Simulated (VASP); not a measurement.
# Bi (Fm-3m) in VASP: notebook, part 2 of 2

VASP 6.6.1. The steps go on from the part before.

**5. Single point, r2SCAN**

Input file POSCAR:

```
Bi
1.0
    0.0000000000      2.5348230000      2.5348230000
    2.5348230000      0.0000000000      2.5348230000
    2.5348230000      2.5348230000      0.0000000000
Bi
1
Direct
    0.0000000000      0.0000000000      0.0000000000
```

Input file INCAR.step1:

```
SYSTEM = Bi
ALGO = Normal
EDIFF = 1E-5
ENCUT = 550
GGA = PE
GGA_COMPAT = .False.
ISMEAR = 0
ISYM = 0
LASPH = .True.
LCHARG = .False.
LREAL = .False.
LWAVE = .True.
NBANDS = 14
NELM = 120
PREC = Accurate
SIGMA = 0.1888
```

Input file INCAR.step2:

```
SYSTEM = Bi
ALGO = Normal
EDIFF = 1E-6
ENCUT = 550
GGA_COMPAT = .False.
ISIF = 2
ISMEAR = 0
ISTART = 1
ISYM = 0
LASPH = .True.
LCHARG = .True.
LELF = .True.
LMIXTAU = .True.
LREAL = .False.
LVHAR = .True.
LWAVE = .False.
METAGGA = R2SCAN
NBANDS = 14
NELM = 120
PREC = Accurate
SIGMA = 0.1888
```

Input file KPOINTS:

```
Automatic mesh
0
Gamma
  6 6 6
  0.5 0.5 0.5
```

Potentials or basis: VASP PAW PBE potentials, release 64 (Bi_d).

Run with:

```
> cat potpaw_PBE.64/Bi_d/POTCAR > POTCAR
> cp INCAR.step1 INCAR
> mpirun -np 1 vasp_std > vasp.out
> cp INCAR.step2 INCAR
> mpirun -np 1 vasp_std > vasp.out
```

OUTCAR:

```text
SYSTEM = Bi
   EDIFF = 1E-6
   ENCUT = 550
   ISIF = 2
   ISMEAR = 0
   ISTART = 1
   ISYM = 0
   LASPH = .True.
   LREAL = .False.
   METAGGA = R2SCAN
   NELM = 120
   PREC = Accurate

 ion  position               nearest neighbor table
   1  0.000  0.000  0.000-

IMPORTANT INFORMATION: All symmetrisations will be switched off!
NOSYMM: (Re-)initialisation of all symmetry stuff for point group C_1.

----------------------------------------------------------------------------------------

                                     Primitive cell

  volume of cell :      32.5741

  direct lattice vectors                    reciprocal lattice vectors
     0.000000000  2.534823000  2.534823000    -0.197252431  0.197252431  0.197252431
     2.534823000  0.000000000  2.534823000     0.197252431 -0.197252431  0.197252431
     2.534823000  2.534823000  0.000000000     0.197252431  0.197252431 -0.197252431

  length of vectors
     3.584781065  3.584781065  3.584781065     0.341651233  0.341651233  0.341651233

  position of ions in fractional coordinates (direct lattice)
     0.000000000  0.000000000  0.000000000

  ion indices of the primitive-cell ions
   primitive index   ion index
                 1           1

----------------------------------------------------------------------------------------

 KPOINTS: Automatic mesh

Automatic generation of k-mesh.
 Grid dimensions read from file:
 generate k-points for:    6    6    6

 Generating k-lattice:

  Cartesian coordinates                     Fractional coordinates (reciprocal lattice)
    -0.032875405  0.032875405  0.032875405     0.166666667  0.000000000  0.000000000
     0.032875405 -0.032875405  0.032875405     0.000000000  0.166666667  0.000000000
     0.032875405  0.032875405 -0.032875405     0.000000000  0.000000000  0.166666667

  Length of vectors
     0.056941872  0.056941872  0.056941872

  Shift w.r.t. Gamma in fractional coordinates (k-lattice)
     0.500000000  0.500000000  0.500000000

[... 76 lines left out ...]
   LHFCALC =     F    Hartree Fock is set to
   AEXX    =    0.0000 exact exchange contribution
   IVDW    =     0    specifies the selected vdW correction
   LEPSILON=     F    determine dielectric tensor
   LRPA    =     F    only Hartree local field effects (RPA)
 non-spin polarized calculation
 Gauss-broadening in eV      SIGMA  =   0.19
  energy-cutoff  :      550.00
  volume of cell :       32.57
 maximum number of plane-waves:       964
   NGX = 13   NGY = 13   NGZ = 13

 number of electron      14.9999994 magnetization

 Free energy of the ion-electron system (eV)
  ---------------------------------------------------
  ext. energy  EPLUGINS =         0.00000000
  ---------------------------------------------------
  free energy    TOTEN  =       -58.20563131 eV

  energy without entropy =      -58.19468747  energy(sigma->0) =      -58.20015939

 E-fermi :   7.4870     XC(G=0): -10.8546

 val. band max:        7.1162180231   @ k =  -0.4167   0.0833  -0.4167
 cond. band min:       7.4952119140   @ k =  -0.4167   0.1667  -0.3333
 fundamental gap:      0.3789938909
 Fermi energy:         7.4870419544

 k-point     1 :       0.0833    0.0833    0.0833
  band No.  band energies     occupation
      1     -16.4321      2.00000
      2     -16.4280      2.00000
      3     -16.4280      2.00000
      4     -16.3680      2.00000
      5     -16.3680      2.00000
      6      -6.4292      2.00000
      7      10.9219      0.00000
      8      12.0858      0.00000
      9      12.0858      0.00000
     10      16.4135      0.00000
     11      17.5228      0.00000
     12      18.7404      0.00000
     13      18.7404      0.00000
     14      20.0243      0.00000
[... 377 lines left out ...]
      1     -16.4219      2.00000
      2     -16.4204      2.00000
      3     -16.4145      2.00000
      4     -16.3269      2.00000
      5     -16.3110      2.00000
      6      -4.4413      2.00000
      7       3.7365      2.00000
      8       9.5652      0.00000
      9      11.0482      0.00000
     10      15.8731      0.00000
     11      16.2909      0.00000
     12      17.8297      0.00000
     13      19.8034      0.00000
     14      22.0411      0.00000

 [... further k-points ...]

------------------------ aborting loop because EDIFF is reached ----------------------------------------

  FORCE on cell =-STRESS in cart. coord.  units (eV):
  Direction    XX          YY          ZZ          XY          YZ          ZX
  --------------------------------------------------------------------------------------
  -------------------------------------------------------------------------------------
  Total       -0.4856894     -0.4856893     -0.4856895      0.0000108      0.0000110      0.0000108
  in kB      -23.8889097    -23.8889053    -23.8889118      0.0005320      0.0005400      0.0005322
  external PRESSURE =     -23.8889090 kB  Pullay stress =       0.0000000 kB

 VOLUME and BASIS-vectors are now :
 -----------------------------------------------------------------------------
  energy-cutoff  :      550.00
  volume of cell :       32.57
      direct lattice vectors                 reciprocal lattice vectors
     0.000000000  2.534823000  2.534823000    -0.197252431  0.197252431  0.197252431
     2.534823000  0.000000000  2.534823000     0.197252431 -0.197252431  0.197252431
     2.534823000  2.534823000  0.000000000     0.197252431  0.197252431 -0.197252431

 POSITION                                       TOTAL-FORCE (eV/Angst)
 -----------------------------------------------------------------------------------
      0.00000      0.00000      0.00000         0.000000     -0.000000      0.000000
 -----------------------------------------------------------------------------------
    total drift:                                0.000000     -0.000000      0.000000

  FREE ENERGIE OF THE ION-ELECTRON SYSTEM (eV)
  ---------------------------------------------------
  free  energy   TOTEN  =       -58.2056313133 eV

  energy  without entropy=      -58.1946874698  energy(sigma->0) =      -58.20015939
```

OSZICAR.step1:

```text
N       E                     dE             d eps       ncg     rms          rms(c)
DAV:   1     0.116777029484E+03    0.11678E+03   -0.79278E+03 12182   0.127E+03
DAV:   2     0.316459753956E+01   -0.11361E+03   -0.11014E+03 12870   0.346E+02
DAV:   3    -0.355251878587E+01   -0.67171E+01   -0.66872E+01 15006   0.810E+01
DAV:   4    -0.371371560085E+01   -0.16120E+00   -0.16116E+00 15562   0.133E+01
DAV:   5    -0.372056387287E+01   -0.68483E-02   -0.68481E-02 17312   0.247E+00    0.459E-01
DAV:   6    -0.371674977336E+01    0.38141E-02   -0.82429E-03 16132   0.122E+00    0.284E-01
DAV:   7    -0.371642994947E+01    0.31982E-03   -0.57245E-03 16038   0.982E-01    0.851E-02
DAV:   8    -0.371649842776E+01   -0.68478E-04   -0.57240E-04 15906   0.352E-01    0.122E-02
DAV:   9    -0.371650032181E+01   -0.18940E-05   -0.10289E-05 11988   0.480E-02
   1 F= -.37165003E+01 E0= -.37106989E+01  d E =-.116029E-01
```

Run time: 12 min. Hardware: 1 thread of AMD EPYC 7R43 (Zen 3), shared host; peak memory 0.28 GiB.

Results:

```
Free energy            : -58.2056 eV
Pressure               : -2.4 GPa
Band gap on the k mesh : zero (an odd number of electrons rules out a gap without spin polarisation)
```

Caveat: the PAW data sets were made with another functional, which shifts forces and pressure a little; spin-orbit coupling is left out, which moves the levels of the heavy elements.

**6. The runs side by side**

| level | k mesh | cutoff (eV) | gap on the mesh (eV) | pressure (GPa) |
| --- | --- | --- | --- | --- |
| revPBE | 6 × 6 × 6 | 500 | none | -0.6 |
| r2SCAN | 6 × 6 × 6 | 550 | none | -2.3 |
| revPBE | 9 × 9 × 9 | 500 | none | -0.5 |
| r2SCAN | 6 × 6 × 6, shifted | 550 | none | -2.4 |

Alike in all rows: task single point; potentials or basis VASP PAW PBE potentials, release 64 (Bi_d); no spin polarisation; cell as given; smearing gaussian 0.1888 eV.

The pressure there spans -2.4 GPa (r2SCAN) to -0.5 GPa (revPBE); a positive pressure means that this level wants a larger cell, a negative one a smaller.

Caveats: the PAW data sets were made with another functional, which shifts forces and pressure a little; spin-orbit coupling is left out, which moves the levels of the heavy elements.

Total energies depend on the potentials used, so only differences within one code and one set of settings carry meaning.
